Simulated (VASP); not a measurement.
# MgO (I4/mmm) in VASP: single point with PBEsol

Aim: the single point of MgO with PBEsol.

Everything below comes from runs of VASP 6.6.1. Logs are shortened: lines on timing, memory, paths and dates and some standing lists are left out, and cuts for length are marked.

**1. The cell of the first run**

It takes space group I4/mmm (No. 139, tetragonal). The conventional cell has a = 3.094 Å, b = 3.094 Å, c = 4.124 Å, α = 90.00°, β = 90.00°, γ = 90.00°. Mg (site symmetry 4/mmm) has 6 O at 2.06 to 2.19 Å within 2.7 Å. O (site symmetry 4/mmm) has 6 Mg at 2.06 to 2.19 Å within 2.7 Å.

**2. Single point, PBEsol**

Contents of INCAR:

```
ALGO     = Normal         # electronic algorithm
EDIFF    = 1E-6           # SCF threshold, eV
ENCUT    = 520            # plane-wave cutoff, eV
GGA      = PS             # functional
ISIF     = 2              # what is computed and relaxed
ISMEAR   = 0              # smearing method
ISYM     = 0            
LASPH    = True           # aspherical terms in the spheres
LCHARG   = False          # write CHGCAR
LREAL    = False          # projectors in reciprocal space
LWAVE    = False          # write WAVECAR
NBANDS   = 11             # bands
NELM     = 60             # most SCF steps
PREC     = Accurate       # precision mode
SIGMA    = 0.1            # smearing width, eV
```

Contents of KPOINTS:

```
k-points
0
Gamma
  11 11 17
```

Contents of POSCAR:

```
MgO
1.0
    3.0940796525      0.0000000000      0.0000004674
    0.0000000000      3.0940796525      0.0000004674
    1.5470401306      1.5470401306      2.0620868083
Mg O
1 1
Direct
    0.5000000000      0.5000000000      0.0000000000
    0.0000000000      0.0000000000      0.0000000000
```

Potentials or basis: VASP PAW PBE potentials, release 64 (Mg, O).

The run is started by

```sh
$ cat potpaw_PBE.64/Mg/POTCAR potpaw_PBE.64/O/POTCAR > POTCAR
$ mpirun -np 1 vasp_std > vasp.out
```

OUTCAR:

```text
EDIFF = 1E-6
   ENCUT = 520
   GGA = PS
   ISIF = 2
   ISMEAR = 0
   ISYM = 0
   LASPH = True
   LREAL = False
   NELM = 60
   PREC = Accurate

 ion  position               nearest neighbor table
   1  0.500  0.500  0.000-   2 2.06   2 2.06   2 2.19   2 2.19   2 2.19   2 2.19
   2  0.000  0.000  0.000-   1 2.06   1 2.06   1 2.19   1 2.19   1 2.19   1 2.19

IMPORTANT INFORMATION: All symmetrisations will be switched off!
NOSYMM: (Re-)initialisation of all symmetry stuff for point group C_1.

----------------------------------------------------------------------------------------

                                     Primitive cell

  volume of cell :      19.7410

  direct lattice vectors                    reciprocal lattice vectors
     3.094079653  0.000000000  0.000000467     0.323197922  0.000000037 -0.242472921
     0.000000000  3.094079653  0.000000467     0.000000037  0.323197922 -0.242472921
     1.547040131  1.547040131  2.062086808    -0.000000073 -0.000000073  0.484945747

  length of vectors
     3.094079653  3.094079653  3.006471077     0.404042094  0.404042094  0.484945747

  position of ions in fractional coordinates (direct lattice)
     0.500000000  0.500000000  0.000000000
     0.000000000  0.000000000  0.000000000

  ion indices of the primitive-cell ions
   primitive index   ion index
                 1           1
                 2           2

----------------------------------------------------------------------------------------

 KPOINTS: k-points

Automatic generation of k-mesh.
 Grid dimensions read from file:
 generate k-points for:   11   11   17

 Generating k-lattice:

  Cartesian coordinates                     Fractional coordinates (reciprocal lattice)
     0.029381629  0.000000003 -0.022042993     0.090909091 -0.000000000  0.000000000
     0.000000003  0.029381629 -0.022042993    -0.000000000  0.090909091  0.000000000
    -0.000000004 -0.000000004  0.028526220     0.000000000  0.000000000  0.058823529

  Length of vectors
     0.036731099  0.036731099  0.028526220

  Shift w.r.t. Gamma in fractional coordinates (k-lattice)
     0.000000000  0.000000000  0.000000000

 -----------------------------------------------------------------------------
|                                                                             |
|           W    W    AA    RRRRR   N    N  II  N    N   GGGG   !!!           |
|           W    W   A  A   R    R  NN   N  II  NN   N  G    G  !!!           |
|           W    W  A    A  R    R  N N  N  II  N N  N  G       !!!           |
|           W WW W  AAAAAA  RRRRR   N  N N  II  N  N N  G  GGG   !            |
|           WW  WW  A    A  R   R   N   NN  II  N   NN  G    G                |
|           W    W  A    A  R    R  N    N  II  N    N   GGGG   !!!           |
|                                                                             |
|     Your reciprocal lattice and k-lattice belong to different lattice       |
|     classes:                                                                |
|                                                                             |
|        The reciprocal lattice is body-centered tetragonal,                  |
|        whereas your k-lattice is base-centered monoclinic.                  |
|                                                                             |
|     Results are often still useful ...                                      |
|                                                                             |
 -----------------------------------------------------------------------------

 WARNING: IBZKPT: internal override: KBLOWUP is changed to .FALSE.
      ... skipping the blow-up phase ...

 Subroutine IBZKPT returns following result:
 ===========================================

 Found   1029 irreducible k-points:

 Following reciprocal coordinates:
            Coordinates               Weight
  0.000000  0.000000  0.000000      1.000000
  0.090909 -0.000000 -0.000000      2.000000
  0.181818 -0.000000 -0.000000      2.000000
  0.272727 -0.000000 -0.000000      2.000000
  0.363636 -0.000000 -0.000000      2.000000
  0.454545 -0.000000 -0.000000      2.000000
[... 16 lines left out ...]
  0.454545  0.181818 -0.000000      2.000000
 -0.454545  0.181818  0.000000      2.000000
 [... further k-points ...]
   k-points           NKPTS =   1029   k-points in BZ     NKDIM =   1029   number of bands    NBANDS=     11
   number of dos      NEDOS =    301   number of ions     NIONS =      2
   total plane-waves  NPLWV =  13824
   dimension x,y,z NGX =    24 NGY =   24 NGZ =   24
   dimension x,y,z NGXF=    48 NGYF=   48 NGZF=   48
   ions per type =               1   1
   NGX,Y,Z   is equivalent  to a cutoff of  12.90, 12.90, 13.27 a.u.
   NGXF,Y,Z  is equivalent  to a cutoff of  25.79, 25.79, 26.54 a.u.
 SYSTEM =  unknown system
   PREC   = accura    normal or accurate (medium, high low for compatibility)
   ISTART =      0    job   : 0-new  1-cont  2-samecut
   ICHARG =      2    charge: 1-file 2-atom 10-const
   ISPIN  =      1    spin polarized calculation?
   LNONCOLLINEAR =      F non collinear calculations
   LSORBIT =      F    spin-orbit coupling
   LASPH  =      T    aspherical Exc in radial PAW
   ENCUT  =  520.0 eV  38.22 Ry    6.18 a.u.   5.75  5.75  5.59*2*pi/ulx,y,z
   NELM   =     60;   NELMIN=  2; NELMDL= -5     # of ELM steps
   EDIFF  = 0.1E-05   stopping-criterion for ELM
   LREAL  =      F    real-space projection
   EDIFFG = 0.1E-04   stopping-criterion for IOM
   NSW    =      0    number of steps for IOM
   IBRION =     -1    ionic relax: 0-MD 1-quasi-New 2-CG
   NFREE  =      0    steps in history (QN), initial steepest desc. (CG)
   ISIF   =      2    stress and relaxation
   ISYM   =      0    0-nonsym 1-usesym 2-fastsym
   POTIM  = 0.5000    time-step for ionic-motion
   TEBEG  =    0.0;   TEEND  =   0.0 temperature during run
   PSTRESS=    0.0 pullay stress
   NELECT =       8.0000    total number of electrons
   NUPDOWN=      -1.0000    fix difference up-down
   EMIN   =  10.00;   EMAX   =-10.00  energy-range for DOS
   EFERMI =   0.00;   METHOD = LEGACY
   ISMEAR =     0;   SIGMA  =   0.10  broadening in eV -4-tet -1-fermi 0-gaus
   EFERMI_NEDOS =   21; number of points for ismear=-14 and -15
   IALGO  =     38    algorithm
   IMIX   =      4    mixing-type and parameters
     AMIX     =   0.40;   BMIX     =  1.00
     AMIX_MAG =   1.60;   BMIX_MAG =  1.00
  volume/ion in A,a.u.               =       9.87        66.61
  Fermi-wavevector in a.u.,A,eV,Ry     =   1.211476  2.289358 19.968925  1.467675
  Thomas-Fermi vector in A             =   2.346991
   LORBIT       =      0    0 simple, 1 ext, 2 COOP (PROOUT), +10 PAW based schemes
   GGA     = PS    functional components
   LHFCALC =     F    Hartree Fock is set to
   AEXX    =    0.0000 exact exchange contribution
   IVDW    =     0    specifies the selected vdW correction
   LEPSILON=     F    determine dielectric tensor
   LRPA    =     F    only Hartree local field effects (RPA)
 non-spin polarized calculation
 Gauss-broadening in eV      SIGMA  =   0.10
  energy-cutoff  :      520.00
  volume of cell :       19.74
 maximum number of plane-waves:       546
   NGX = 11   NGY = 11   NGZ = 11

 number of electron       7.9999999 magnetization

 Free energy of the ion-electron system (eV)
  ---------------------------------------------------
  ext. energy  EPLUGINS =         0.00000000
  ---------------------------------------------------
  free energy    TOTEN  =       -12.46193409 eV

  energy without entropy =      -12.46193409  energy(sigma->0) =      -12.46193409

 E-fermi :   3.0961     XC(G=0): -11.0413

 val. band max:        2.7073016026   @ k =   0.0000   0.0000   0.0000
 cond. band min:       6.7642352627   @ k =   0.0000   0.0000   0.0000
 fundamental gap:      4.0569336601
 Fermi energy:         3.0961468868

 k-point     1 :       0.0000    0.0000    0.0000
  band No.  band energies     occupation
      1     -14.2745      2.00000
      2       2.5542      2.00000
      3       2.7073      2.00000
      4       2.7073      2.00000
      5       6.7642      0.00000
      6      17.8303      0.00000
      7      17.8303      0.00000
      8      18.4256      0.00000
      9      21.7364      0.00000
     10      22.5866      0.00000
     11      24.5075      0.00000

 k-point     2 :       0.0909   -0.0000   -0.0000
  band No.  band energies     occupation
      1     -14.1932      2.00000
      2       2.0906      2.00000
      3       2.5744      2.00000
      4       2.6456      2.00000
      5       7.3079      0.00000
      6      16.9151      0.00000
      7      17.9969      0.00000
      8      18.4278      0.00000
      9      22.0000      0.00000
     10      23.0639      0.00000
     11      23.6302      0.00000

 k-point     3 :       0.1818   -0.0000   -0.0000
  band No.  band energies     occupation
      1     -13.9667      2.00000
      2       0.9606      2.00000
      3       2.4537      2.00000
      4       2.4851      2.00000
      5       8.3849      0.00000
      6      15.4675      0.00000
      7      18.2823      0.00000
      8      18.8837      0.00000
      9      21.4660      0.00000
     10      22.5780      0.00000
     11      24.1602      0.00000

 k-point     4 :       0.2727   -0.0000   -0.0000
  band No.  band energies     occupation
      1     -13.6479      2.00000
      2      -0.2178      2.00000
      3       2.2852      2.00000
      4       2.3091      2.00000
      5       9.3543      0.00000
      6      14.5781      0.00000
      7      18.2207      0.00000
      8      19.2376      0.00000
      9      21.8857      0.00000
     10      22.4257      0.00000
     11      23.7431      0.00000

 k-point     5 :       0.3636   -0.0000   -0.0000
  band No.  band energies     occupation
      1     -13.3279      2.00000
      2      -1.1709      2.00000
      3       2.1105      2.00000
      4       2.1818      2.00000
      5       9.8864      0.00000
      6      14.3718      0.00000
      7      17.9154      0.00000
      8      19.1891      0.00000
      9      22.7449      0.00000
     10      22.9902      0.00000
     11      23.7189      0.00000
[... 211 lines left out ...]
 k-point    21 :       0.2727    0.1818   -0.0000
  band No.  band energies     occupation
      1     -13.2567      2.00000
      2      -0.7917      2.00000
      3       1.1875      2.00000
      4       2.1515      2.00000
      5      10.9445      0.00000
      6      13.9011      0.00000
      7      16.5488      0.00000
      8      19.7265      0.00000
      9      21.7315      0.00000
     10      23.2781      0.00000
     11      26.0534      0.00000

 k-point    22 :       0.3636    0.1818   -0.0000
  band No.  band energies     occupation
      1     -13.0503      2.00000
      2      -1.2273      2.00000
      3       0.9848      2.00000
      4       1.9988      2.00000
      5      11.3279      0.00000
      6      14.1457      0.00000
      7      15.9777      0.00000
      8      19.3996      0.00000
      9      22.7751      0.00000
     10      23.4775      0.00000
     11      26.0956      0.00000

 k-point    23 :       0.4545    0.1818   -0.0000
  band No.  band energies     occupation
      1     -13.0014      2.00000
      2      -1.3493      2.00000
      3       1.0380      2.00000
      4       1.9007      2.00000
      5      11.3483      0.00000
      6      14.2776      0.00000
      7      15.7891      0.00000
      8      19.3236      0.00000
      9      22.0123      0.00000
     10      24.9394      0.00000
     11      26.3407      0.00000

 k-point    24 :      -0.4545    0.1818    0.0000
  band No.  band energies     occupation
      1     -13.1319      2.00000
      2      -1.0955      2.00000
      3       1.2940      2.00000
      4       1.8852      2.00000
      5      11.1802      0.00000
      6      13.9885      0.00000
      7      15.9815      0.00000
      8      19.3954      0.00000
      9      21.3013      0.00000
     10      25.4475      0.00000
     11      26.6136      0.00000

 [... further k-points ...]

------------------------ aborting loop because EDIFF is reached ----------------------------------------

  FORCE on cell =-STRESS in cart. coord.  units (eV):
  Direction    XX          YY          ZZ          XY          YZ          ZX
  --------------------------------------------------------------------------------------
  -------------------------------------------------------------------------------------
  Total       -1.2796999     -1.2796976     -0.0624540      0.0000054     -0.0000037     -0.0000037
  in kB     -103.8601392   -103.8599509     -5.0687497      0.0004350     -0.0003032     -0.0002996
  external PRESSURE =     -70.9296133 kB  Pullay stress =       0.0000000 kB

 VOLUME and BASIS-vectors are now :
 -----------------------------------------------------------------------------
  energy-cutoff  :      520.00
  volume of cell :       19.74
      direct lattice vectors                 reciprocal lattice vectors
     3.094079653  0.000000000  0.000000467     0.323197922  0.000000037 -0.242472921
     0.000000000  3.094079653  0.000000467     0.000000037  0.323197922 -0.242472921
     1.547040131  1.547040131  2.062086808    -0.000000073 -0.000000073  0.484945747

 POSITION                                       TOTAL-FORCE (eV/Angst)
 -----------------------------------------------------------------------------------
      1.54704      1.54704      0.00000        -0.000000      0.000000     -0.000000
      0.00000      0.00000      0.00000         0.000000     -0.000000      0.000000
 -----------------------------------------------------------------------------------
    total drift:                                0.000000     -0.000001      0.000000

  FREE ENERGIE OF THE ION-ELECTRON SYSTEM (eV)
  ---------------------------------------------------
  free  energy   TOTEN  =       -12.4619340881 eV

  energy  without entropy=      -12.4619340881  energy(sigma->0) =      -12.46193409
```

It took 76 s on 1 thread of AMD EPYC 9R45 (Zen 5), shared host; peak memory 0.31 GiB.

What came out:

* Free energy: -12.4619 eV
* Pressure: -7.1 GPa
* Band gap on the k mesh: 4.06 eV, direct

Caveat: the PAW data sets were made with another functional, which shifts forces and pressure a little.
